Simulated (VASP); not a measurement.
# Rb (P6_3/mmc) in VASP: further runs

Rb is run at these levels: RPBE; tasks: single point.

Everything below comes from runs of VASP 6.6.1. Logs are shortened: lines on timing, memory, paths and dates and some standing lists are left out, and cuts for length are marked.

## Step 1: The cell of the first run

Symmetry: P6_3/mmc, No. 194, hexagonal system. Conventional cell: a = 5.065 Å, b = 5.065 Å, c = 8.352 Å, α = 90.00°, β = 90.00°, γ = 120.00°.

This isn't the form of Rb at room conditions, which is bcc.

## Step 2: Single point, RPBE (92.80 Å³/atom)

The input, INCAR:

```
ALGO = Normal ; EDIFF = 1E-6
ENCUT = 520 ; GGA = RP
ISIF = 2 ; ISMEAR = -1
LASPH = True ; LCHARG = False
LREAL = False ; LWAVE = False
NBANDS = 16 ; NELM = 100
PREC = Accurate ; SIGMA = 0.1
```

The input, KPOINTS:

```
k-points
0
Gamma
  8 8 4
```

The input, POSCAR:

```
Rb
1.0
    5.0654385526      0.0000000000      0.0000000000
   -2.5327192763      4.3867984679      0.0000000000
    0.0000000000      0.0000000000      8.3522072651
Rb
2
Direct
    0.3333333333      0.6666666667      0.2500000000
    0.6666666667      0.3333333333      0.7500000000
```

Potentials or basis: VASP PAW PBE potentials, release 64 (Rb_sv).

Started as:

```bash
$ cat potpaw_PBE.64/Rb_sv/POTCAR > POTCAR
$ mpirun -np 1 vasp_std > vasp.out
```

OUTCAR:

```text
EDIFF = 1E-6
   ENCUT = 520
   GGA = RP
   ISIF = 2
   ISMEAR = -1
   LASPH = True
   LREAL = False
   NELM = 100
   PREC = Accurate

 ion  position               nearest neighbor table
   1  0.333  0.667  0.250-   2 5.10   2 5.10   2 5.10   2 5.10   2 5.10   2 5.10
   2  0.667  0.333  0.750-   1 5.10   1 5.10   1 5.10   1 5.10   1 5.10   1 5.10

  LATTYP: Found a hexagonal cell.
 ALAT       =     5.0654385526
 C/A-ratio  =     1.6488616293

  Lattice vectors:

 A1 = (   5.0654385526,   0.0000000000,   0.0000000000)
 A2 = (  -2.5327192763,   4.3867984679,   0.0000000000)
 A3 = (   0.0000000000,   0.0000000000,   8.3522072651)

Analysis of symmetry for initial positions (statically):
=====================================================================
 Subroutine PRICEL returns:
 Original cell was already a primitive cell.

 Routine SETGRP: Setting up the symmetry group for a
 hexagonal supercell.

 Subroutine GETGRP returns: Found 24 space group operations
 (whereof 12 operations were pure point group operations)
 out of a pool of 24 trial point group operations.

The static configuration has the point symmetry D_3d.
 The point group associated with its full space group is D_6h.

Analysis of symmetry for dynamics (positions and initial velocities):
=====================================================================
 Subroutine PRICEL returns:
 Original cell was already a primitive cell.

 Routine SETGRP: Setting up the symmetry group for a
 hexagonal supercell.

 Subroutine GETGRP returns: Found 24 space group operations
 (whereof 12 operations were pure point group operations)
 out of a pool of 24 trial point group operations.

The dynamic configuration has the point symmetry D_3d.
 The point group associated with its full space group is D_6h.

 Subroutine INISYM returns: Found 24 space group operations
 (whereof 12 operations are pure point group operations),
 and found     1 'primitive' translations

----------------------------------------------------------------------------------------

                                     Primitive cell

  volume of cell :     185.5949

  direct lattice vectors                    reciprocal lattice vectors
     5.065438553  0.000000000  0.000000000     0.197416273  0.113978338  0.000000000
    -2.532719276  4.386798468  0.000000000     0.000000000  0.227956677  0.000000000
     0.000000000  0.000000000  8.352207265     0.000000000  0.000000000  0.119728830

  length of vectors
     5.065438553  5.065438553  8.352207265     0.227956677  0.227956677  0.119728830

  position of ions in fractional coordinates (direct lattice)
     0.333333333  0.666666667  0.250000000
     0.666666667  0.333333333  0.750000000

  ion indices of the primitive-cell ions
   primitive index   ion index
                 1           1
                 2           2

----------------------------------------------------------------------------------------

 KPOINTS: k-points

Automatic generation of k-mesh.
 Grid dimensions read from file:
 generate k-points for:    8    8    4

 Generating k-lattice:

  Cartesian coordinates                     Fractional coordinates (reciprocal lattice)
     0.024677034  0.014247292  0.000000000     0.125000000  0.000000000  0.000000000
     0.000000000  0.028494585  0.000000000     0.000000000  0.125000000  0.000000000
     0.000000000  0.000000000  0.029932207     0.000000000  0.000000000  0.250000000

  Length of vectors
     0.028494585  0.028494585  0.029932207

  Shift w.r.t. Gamma in fractional coordinates (k-lattice)
     0.000000000  0.000000000  0.000000000

 Subroutine IBZKPT returns following result:
 ===========================================

 Found     30 irreducible k-points:

 Following reciprocal coordinates:
            Coordinates               Weight
  0.000000  0.000000  0.000000      1.000000
  0.125000  0.000000  0.000000      6.000000
  0.250000  0.000000  0.000000      6.000000
  0.375000 -0.000000  0.000000      6.000000
  0.500000  0.000000  0.000000      3.000000
  0.125000  0.125000  0.000000      6.000000
[... 16 lines left out ...]
  0.250000  0.000000  0.500000      6.000000
  0.375000 -0.000000  0.500000      6.000000
 [... further k-points ...]
   k-points           NKPTS =     30   k-points in BZ     NKDIM =     30   number of bands    NBANDS=     16
   number of dos      NEDOS =    301   number of ions     NIONS =      2
   total plane-waves  NPLWV = 102400
   dimension x,y,z NGX =    40 NGY =   40 NGZ =   64
   dimension x,y,z NGXF=    80 NGYF=   80 NGZF=  128
   ions per type =               2
   NGX,Y,Z   is equivalent  to a cutoff of  13.13, 13.13, 12.74 a.u.
   NGXF,Y,Z  is equivalent  to a cutoff of  26.26, 26.26, 25.48 a.u.
 SYSTEM =  unknown system
   PREC   = accura    normal or accurate (medium, high low for compatibility)
   ISTART =      0    job   : 0-new  1-cont  2-samecut
   ICHARG =      2    charge: 1-file 2-atom 10-const
   ISPIN  =      1    spin polarized calculation?
   LNONCOLLINEAR =      F non collinear calculations
   LSORBIT =      F    spin-orbit coupling
   LASPH  =      T    aspherical Exc in radial PAW
   ENCUT  =  520.0 eV  38.22 Ry    6.18 a.u.   9.42  9.42 15.53*2*pi/ulx,y,z
   NELM   =    100;   NELMIN=  2; NELMDL= -5     # of ELM steps
   EDIFF  = 0.1E-05   stopping-criterion for ELM
   LREAL  =      F    real-space projection
   EDIFFG = 0.1E-04   stopping-criterion for IOM
   NSW    =      0    number of steps for IOM
   IBRION =     -1    ionic relax: 0-MD 1-quasi-New 2-CG
   NFREE  =      0    steps in history (QN), initial steepest desc. (CG)
   ISIF   =      2    stress and relaxation
   ISYM   =      2    0-nonsym 1-usesym 2-fastsym
   POTIM  = 0.5000    time-step for ionic-motion
   TEBEG  =    0.0;   TEEND  =   0.0 temperature during run
   PSTRESS=    0.0 pullay stress
   NELECT =      18.0000    total number of electrons
   NUPDOWN=      -1.0000    fix difference up-down
   EMIN   =  10.00;   EMAX   =-10.00  energy-range for DOS
   EFERMI =   0.00;   METHOD = LEGACY
   ISMEAR =    -1;   SIGMA  =   0.10  broadening in eV -4-tet -1-fermi 0-gaus
   EFERMI_NEDOS =   21; number of points for ismear=-14 and -15
   IALGO  =     38    algorithm
   IMIX   =      4    mixing-type and parameters
     AMIX     =   0.40;   BMIX     =  1.00
     AMIX_MAG =   1.60;   BMIX_MAG =  1.00
  volume/ion in A,a.u.               =      92.80       626.23
  Fermi-wavevector in a.u.,A,eV,Ry     =   0.752160  1.421377  7.697427  0.565745
  Thomas-Fermi vector in A             =   1.849307
   LORBIT       =      0    0 simple, 1 ext, 2 COOP (PROOUT), +10 PAW based schemes
   GGA     = RP    functional components
   LHFCALC =     F    Hartree Fock is set to
   AEXX    =    0.0000 exact exchange contribution
   IVDW    =     0    specifies the selected vdW correction
   LEPSILON=     F    determine dielectric tensor
   LRPA    =     F    only Hartree local field effects (RPA)
 non-spin polarized calculation
  energy-cutoff  :      520.00
  volume of cell :      185.59
 maximum number of plane-waves:      5035
 NGX is ok and might be reduce to    40
   NGX = 19   NGY = 19   NGZ = 31

 number of electron      18.0000000 magnetization

 Free energy of the ion-electron system (eV)
  ---------------------------------------------------
  ext. energy  EPLUGINS =         0.00000000
  ---------------------------------------------------
  free energy    TOTEN  =        -1.67149771 eV

  energy without entropy =       -1.61258961  energy(sigma->0) =       -1.64204366

 E-fermi :   0.0821     XC(G=0):  -5.2839

 val. band max:        0.0540274086   @ k =   0.3750   0.1250   0.2500
 cond. band min:       0.1703863375   @ k =   0.5000   0.0000   0.0000
 fundamental gap:      0.1163589289
 Fermi energy:         0.0821202512

 k-point     1 :       0.0000    0.0000    0.0000
  band No.  band energies     occupation
      1     -28.8615      2.00000
      2     -28.8583      2.00000
      3     -13.0003      2.00000
      4     -12.9282      2.00000
      5     -12.9282      2.00000
      6     -12.9170      2.00000
[... 8 lines left out ...]
     15       3.9988      0.00000
     16       3.9988      0.00000

 k-point     2 :       0.1250    0.0000    0.0000
  band No.  band energies     occupation
      1     -28.8610      2.00000
      2     -28.8580      2.00000
      3     -12.9961      2.00000
      4     -12.9381      2.00000
      5     -12.9313      2.00000
      6     -12.9272      2.00000
[... 8 lines left out ...]
     15       3.9027      0.00000
     16       4.0276      0.00000

 k-point     3 :       0.2500    0.0000    0.0000
  band No.  band energies     occupation
      1     -28.8599      2.00000
      2     -28.8575      2.00000
      3     -12.9849      2.00000
      4     -12.9619      2.00000
      5     -12.9510      2.00000
      6     -12.9384      2.00000
[... 8 lines left out ...]
     15       3.8765      0.00000
     16       3.9862      0.00000

 k-point     4 :       0.3750   -0.0000    0.0000
  band No.  band energies     occupation
      1     -28.8587      2.00000
      2     -28.8571      2.00000
      3     -12.9861      2.00000
      4     -12.9740      2.00000
      5     -12.9709      2.00000
      6     -12.9453      2.00000
[... 8 lines left out ...]
     15       3.6135      0.00000
     16       4.3603      0.00000
[... 324 lines left out ...]
 k-point    22 :       0.1250    0.0000    0.5000
  band No.  band energies     occupation
      1     -28.8595      2.00000
      2     -28.8595      2.00000
      3     -12.9605      2.00000
      4     -12.9605      2.00000
      5     -12.9297      2.00000
      6     -12.9297      2.00000
[... 8 lines left out ...]
     15       3.7222      0.00000
     16       3.7222      0.00000

 k-point    23 :       0.2500    0.0000    0.5000
  band No.  band energies     occupation
      1     -28.8587      2.00000
      2     -28.8587      2.00000
      3     -12.9715      2.00000
      4     -12.9715      2.00000
      5     -12.9390      2.00000
      6     -12.9390      2.00000
[... 8 lines left out ...]
     15       3.8695      0.00000
     16       3.8695      0.00000

 k-point    24 :       0.3750   -0.0000    0.5000
  band No.  band energies     occupation
      1     -28.8579      2.00000
      2     -28.8579      2.00000
      3     -12.9908      2.00000
      4     -12.9908      2.00000
      5     -12.9400      2.00000
      6     -12.9400      2.00000
[... 8 lines left out ...]
     15       3.9247      0.00000
     16       3.9247      0.00000

 [... further k-points ...]
[... 5 lines left out ...]
  --------------------------------------------------------------------------------------
  -------------------------------------------------------------------------------------
  Total        0.3027829      0.3027829      0.2371053      0.0000000      0.0000000      0.0000000
  in kB        2.6138218      2.6138218      2.0468496      0.0000000      0.0000000      0.0000000
  external PRESSURE =       2.4248310 kB  Pullay stress =       0.0000000 kB

 VOLUME and BASIS-vectors are now :
 -----------------------------------------------------------------------------
  energy-cutoff  :      520.00
  volume of cell :      185.59
      direct lattice vectors                 reciprocal lattice vectors
     5.065438553  0.000000000  0.000000000     0.197416273  0.113978338  0.000000000
    -2.532719276  4.386798468  0.000000000     0.000000000  0.227956677  0.000000000
     0.000000000  0.000000000  8.352207265     0.000000000  0.000000000  0.119728830

 POSITION                                       TOTAL-FORCE (eV/Angst)
 -----------------------------------------------------------------------------------
     -0.00000      2.92453      2.08805        -0.000000      0.000000     -0.000000
      2.53272      1.46227      6.26416         0.000000      0.000000      0.000000
 -----------------------------------------------------------------------------------
    total drift:                               -0.000000      0.000000     -0.000000

  FREE ENERGIE OF THE ION-ELECTRON SYSTEM (eV)
  ---------------------------------------------------
  free  energy   TOTEN  =        -1.6714977122 eV

  energy  without entropy=       -1.6125896139  energy(sigma->0) =       -1.64204366
```

Run time: 2.1 min. Hardware: 1 thread of Intel Xeon 8259CL, shared host; peak memory 0.32 GiB.

Results:

```yaml
Free_energy: -1.6715 eV
Pressure: 0.2 GPa
Band_gap_on_the_k_mesh: zero (bands 9 and 10 overlap by 2.14 eV)
```

Caveat: the PAW data sets were made with another functional, which shifts forces and pressure a little.

## Step 3: Single point, RPBE (96.83 Å³/atom)

This run uses another cell than the first one, of 96.83 Å³/atom.

The input, INCAR:

```
SYSTEM = Rb
ALGO = Normal ; EDIFF = 1E-6
ENCUT = 520 ; GGA = RP
ISIF = 2 ; ISMEAR = -1
LASPH = .True. ; LCHARG = .True.
LELF = .True. ; LREAL = .False.
LVHAR = .True. ; LWAVE = .False.
NBANDS = 16 ; NELM = 80
PREC = Accurate ; SIGMA = 0.1
```

The input, KPOINTS:

```
k-points
0
Gamma
  8 8 4
  0 0 0
```

The input, POSCAR:

```
Rb
1.0
    5.1378117385      0.0000000000      0.0000000000
   -2.5689058693      4.4494754854      0.0000000000
    0.0000000000      0.0000000000      8.4715406343
Rb
2
Direct
    0.3333333333      0.6666666667      0.2500000000
    0.6666666667      0.3333333333      0.7500000000
```

Potentials or basis: VASP PAW PBE potentials, release 64 (Rb_sv).

Started as:

```bash
$ cat potpaw_PBE.64/Rb_sv/POTCAR > POTCAR
$ mpirun -np 1 vasp_std > vasp.out
```

It took 2.2 min on 1 thread of Intel Xeon 8259CL, shared host; peak memory 0.33 GiB.

Results (log left out):

```
Free energy            : -1.6804 eV
Pressure               : 0.1 GPa
Band gap on the k mesh : zero (bands 9 and 10 overlap by 2.10 eV)
```

Levels at points of the mesh, in eV from the Fermi level:
| k point | band 7 | band 8 | band 9 | band 10 | band 11 | band 12 |
| --- | --- | --- | --- | --- | --- | --- |
| (0.00, 0.00, 0.00) | -13.03 | -13.03 | -1.86 | 0.16 | 0.58 | 3.48 |
| (0.50, 0.00, 0.00) | -13.04 | -13.04 | 0.09 | 0.30 | 1.31 | 1.59 |
| (0.00, 0.00, 0.50) | -13.03 | -13.03 | -1.24 | -1.24 | 2.27 | 2.27 |
| (0.50, 0.00, 0.50) | -13.04 | -13.04 | 0.45 | 0.45 | 0.86 | 0.86 |

Caveat: the PAW data sets were made with another functional, which shifts forces and pressure a little.
